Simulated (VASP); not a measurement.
# B4Ru: single point with PBE

Crystal: B4Ru.

```xyz
5
Lattice="3.5283 0.0000 0.0000 -1.7642 3.0556 0.0000 0.0000 0.0000 4.1184" Properties=species:S:1:pos:R:3 pbc="T T T"
B     1.7642    0.0000    0.0000
B    -0.8821    1.5278    0.0000
B     0.8821    1.5278    0.0000
B     0.0000    0.0000    0.0000
Ru    0.0000    0.0000    2.0592
```

* Program: VASP 6.6.1
* Task: single point
* Functional: PBE
* Potentials or basis: VASP PAW PBE potentials, release 64 (B, Ru_pv)
* Cutoff: 520 eV
* k mesh: 6 × 6 × 4
* Occupations: gaussian, width 0.1 eV
* Spin: no spin polarisation

- Pressure: 0.1 GPa
- Band gap on the k mesh: zero (band 13 reaches 8.87 eV, above the bottom of band 14 at 7.86 eV)

Stress tensor (GPa, compression positive):
```
-0.01  0.00  0.00
 0.00 -0.01  0.00
 0.00  0.00  0.19
```

Levels at points of the mesh, in eV from the Fermi level:
```
           k point  band 11  band 12  band 13  band 14  band 15  band 16
(0.00, 0.00, 0.00)    -2.55    -1.76    -1.76    -0.49     1.76     1.76
(0.50, 0.00, 0.00)    -2.17    -0.76    -0.55     2.07     2.41     2.68
(0.00, 0.00, 0.50)    -1.97    -0.03    -0.03     0.05     0.14     0.14
(0.50, 0.00, 0.50)    -1.26    -0.28     0.00     0.63     2.12     2.63
```

It took 16 s on 1 thread of Intel(R) Xeon(R) Platinum 8488C (Sapphire Rapids), with other jobs on the host, peak memory 0.16 GiB.

Caveat: the k points lie up to 0.38 Å⁻¹ apart.
